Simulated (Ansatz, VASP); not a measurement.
One calculation of Al2Pt, two programs

Contents of INCAR:

```
ALGO = Normal ; EDIFF = 1E-6
ENCUT = 500 ; GGA = PE
GGA_COMPAT = F ; ISIF = 2
ISMEAR = 0 ; LASPH = T
LCHARG = F ; LREAL = F
LWAVE = F ; NBANDS = 15
NELM = 120 ; PREC = Accurate
SIGMA = 0.1
```

Contents of KPOINTS:

```
k-points
0
Gamma
  6 6 6
```

Contents of POSCAR:

```
Al2Pt
1.0
    0.0000000000      2.9491710000      2.9491710000
    2.9491710000      0.0000000000      2.9491710000
    2.9491710000      2.9491710000      0.0000000000
Al Pt
2 1
Direct
    0.2500000000      0.2500000000      0.2500000000
    0.7500000000      0.7500000000      0.7500000000
    0.0000000000      0.0000000000      0.0000000000
```

Input for Ansatz:

```yaml
crystal:
  lattice:
    - [0.0, 2.949171, 2.949171]
    - [2.949171, 0.0, 2.949171]
    - [2.949171, 2.949171, 0.0]
  atoms:
    - { symbol: Al, position: [0.25, 0.25, 0.25] }
    - { symbol: Al, position: [0.75, 0.75, 0.75] }
    - { symbol: Pt, position: [0.0, 0.0, 0.0] }
basis:
  ecutwfc: 420
kpoints:
  mp_grid: { grid: [6, 6, 6] }
hamiltonian:
  xc: pbe
scf:
  occupations: { method: gaussian, width: 0.1 }
output:
  forces: true
  stress: true
  eigenvalues: true
```

Alike in both runs: task single point; functional PBE; k mesh 6 × 6 × 6; occupations gaussian, width 0.1 eV; no spin polarisation.

```csv
,VASP,Ansatz
version,VASP 6.6.1,Ansatz 0.2.0
potentials or method,"VASP PAW PBE potentials, release 64 (Al, Pt), cutoff 500 eV","scalar-relativistic, plane waves, PAW"
valence electrons in the cell,16,24
```

```csv
,VASP,Ansatz,Ansatz less VASP
gap on the k mesh at the Fermi level (eV),none,none,-
pressure (GPa),3.1,3.2,+0.16
```

A gap of «none» marks a metal or a gap that the smearing closes. VASP's potentials hold 16 valence electrons a cell and Ansatz's 24, so a difference there can come from the potentials and not from the codes.

Spin-orbit coupling is off throughout.
